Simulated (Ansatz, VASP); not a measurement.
Given: the input of a run of Ansatz 0.2.0 on TiSi2.

The input input.yaml:

```yaml
crystal:
  lattice:
    - [1.74124933, -6.6679286942, 0.0]
    - [1.74124933, 6.6679286942, 0.0]
    - [0.0, 0.0, 3.5169900368]
  atoms:
    - { symbol: Ti, position: [0.10311808, 0.89688192, 0.25] }
    - { symbol: Ti, position: [0.89688192, 0.10311808, 0.75] }
    - { symbol: Si, position: [0.75031482, 0.24968518, 0.25] }
    - { symbol: Si, position: [0.24968518, 0.75031482, 0.75] }
    - { symbol: Si, position: [0.44174855, 0.55825145, 0.25] }
    - { symbol: Si, position: [0.55825145, 0.44174855, 0.75] }
hamiltonian:
  xc: pbe
  pseudopotentials: { kind: paw }
kpoints:
  mp_grid: { grid: [8, 8, 8] }
scf:
  occupations: { method: fermi_dirac, width: 0.05 }
output:
  forces: true
  stress: true
  eigenvalues: true
```

Potentials or basis: Ansatz PAW.

Command:

```console
$ ansatz run input.yaml --threads 2 --pin off --max-ram 5120MiB --backend cpu --events-out ev --progress --plain --runs-dir out
```

Task: Translate it to VASP 6.6.1. Potentials there: VASP PAW PBE potentials, release 64 (Ti_sv, Si).

Result: As run (the cutoff follows the program's own potentials):

The input INCAR:

```
SYSTEM = TiSi2
  ALGO = Normal
  EDIFF = 1E-6
  ENCUT = 520
  GGA = PE
  ISIF = 2
  ISMEAR = -1
  LASPH = .TRUE.
  LCHARG = .TRUE.
  LELF = .TRUE.
  LREAL = .FALSE.
  LVHAR = .TRUE.
  LWAVE = .FALSE.
  NBANDS = 29
  NELM = 60
  PREC = Accurate
  SIGMA = 0.05
```

The input KPOINTS:

```
k-points
0
G
  8 8 8
  0 0 0
```

Contents of POSCAR:

```
TiSi2
1.0
    1.7412493300     -6.6679286942      0.0000000000
    1.7412493300      6.6679286942      0.0000000000
    0.0000000000      0.0000000000      3.5169900368
Ti Si
2 4
Direct
    0.1031180800      0.8968819200      0.2500000000
    0.8968819200      0.1031180800      0.7500000000
    0.7503148200      0.2496851800      0.2500000000
    0.2496851800      0.7503148200      0.7500000000
    0.4417485500      0.5582514500      0.2500000000
    0.5582514500      0.4417485500      0.7500000000
```

Potentials or basis: VASP PAW PBE potentials, release 64 (Ti_sv, Si).

The run is started by

```sh
$ cat potpaw_PBE.64/Ti_sv/POTCAR potpaw_PBE.64/Si/POTCAR > POTCAR
$ mpirun -np 1 vasp_std > vasp.out
```

Both were run:

|  | VASP | Ansatz | Ansatz less VASP |
| --- | --- | --- | --- |
| gap on the k mesh at the Fermi level (eV) | none | none | - |
| pressure (GPa) | 8.3 | 8.3 | +0.05 |
| traceless stress, the component that is largest in VASP (GPa) | 1.23 | 1.24 | +0.012 |
| rms of the force components (eV/Å) | 0.119 | 0.123 | +0.0041 |

Atom by atom the forces differ by 0.004 eV/Å (rms over components). A gap of «none» marks a metal or a gap that the smearing closes.
